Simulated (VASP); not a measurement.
A run of VASP 6.6.1:

POSCAR

```
MgO
1.0
    2.9574785625      0.0000000000      0.0000000000
   -1.4787392813      2.5612515663      0.0000000000
    0.0000000000      0.0000000000      2.6974267424
Mg O
1 1
Direct
    0.0000000000      0.0000000000      0.0000000000
    0.3333333333      0.6666666667      0.5000000000
```

File INCAR.step1:

```
SYSTEM = MgO
ALGO = Normal
EDIFF = 1E-5
ENCUT = 520
GGA = PE
ISIF = 2
ISMEAR = -1
LASPH = .TRUE.
LCHARG = .FALSE.
LREAL = .FALSE.
LWAVE = .TRUE.
NBANDS = 11
NELM = 80
PREC = Accurate
SIGMA = 0.05
```

Contents of INCAR.step2:

```
SYSTEM = MgO
AEXX = 0.25
ALGO = Normal
EDIFF = 1E-6
ENCUT = 520
GGA = PE
ISIF = 2
ISMEAR = -1
ISTART = 1
LASPH = .TRUE.
LCHARG = .FALSE.
LHFCALC = .TRUE.
LREAL = .FALSE.
LWAVE = .FALSE.
NBANDS = 11
NELM = 80
PREC = Accurate
PRECFOCK = Normal
SIGMA = 0.05
```

The input KPOINTS:

```
k-points
0
G
  6 6 6
  0 0 0
```

Potentials or basis: VASP PAW PBE potentials, release 64 (Mg, O).

The run is started by

```sh
$ cat potpaw_PBE.64/Mg/POTCAR potpaw_PBE.64/O/POTCAR > POTCAR
$ cp INCAR.step1 INCAR
$ mpirun -np 1 vasp_std > vasp.out
$ cp INCAR.step2 INCAR
$ mpirun -np 1 vasp_std > vasp.out
```

Hardware: 1 thread of AMD EPYC 7R43 64-Core Processor (Zen 3) (shared host).

Question: Estimate the wall time of this run.

Answer: Run time: 11 min on 1 thread of AMD EPYC 7R43 64-Core Processor (Zen 3), on a shared host, peak memory 0.11 GiB. Counts: k points 28.
